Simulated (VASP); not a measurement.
Set up this calculation in VASP 6.6.1, as the native input.

```yaml
Task: single point
Functional: PBE
Potentials_or_basis: VASP PAW PBE potentials, release 64 (C, Mg_sv)
Cutoff: 750 eV
k_mesh: 8 × 8 × 8
Occupations: fermi-dirac, width 0.02 eV
Spin: no spin polarisation
Dipole_correction: no
Mended: yes
Further_INCAR_settings: ALGO = Normal; EDIFF = 1e-06; NBANDS = 19
```

The structure of Mg2C lies in POSCAR:

```
Mg2C
1.0
    0.0000000000      2.6624167453      2.7109105964
    2.6624167453      0.0000000000      2.7109105964
    2.6624167453      2.6624167453      0.0000000000
C Mg
1 2
Direct
    0.0000000000      0.0000000000      0.0000000000
    0.2500000000      0.2500000000      0.2500000000
    0.7500000000      0.7500000000      0.7500000000
```

This cell differs from its parent crystal: epitaxial xy strain -1.8%.

These files were run (other wordings do the same):

INCAR

```
ALGO = Normal ; EDIFF = 1E-6
ENCUT = 750 ; GGA = PE
GGA_COMPAT = False ; ISIF = 2
ISMEAR = -1 ; LASPH = True
LCHARG = False ; LREAL = False
LWAVE = False ; NBANDS = 19
NELM = 120 ; PREC = Accurate
SIGMA = 0.02
```

KPOINTS

```
k-points
0
Gamma
  8 8 8
```

Potentials or basis: VASP PAW PBE potentials, release 64 (C, Mg_sv).

Launch:

```sh
$ cat potpaw_PBE.64/C/POTCAR potpaw_PBE.64/Mg_sv/POTCAR > POTCAR
$ mpirun -np 1 vasp_std > vasp.out
```

It gave:

```
Pressure               : 5.1 GPa
Band gap on the k mesh : 0.70 eV (least direct gap 1.70 eV)
```

Caveat: the cell differs from its parent crystal (epitaxial xy strain -1.8%); the cell stands under pressure.

It took 27 s on 1 thread of Intel(R) Xeon(R) 6975P-C (Granite Rapids), on a shared host, peak memory 0.23 GiB.
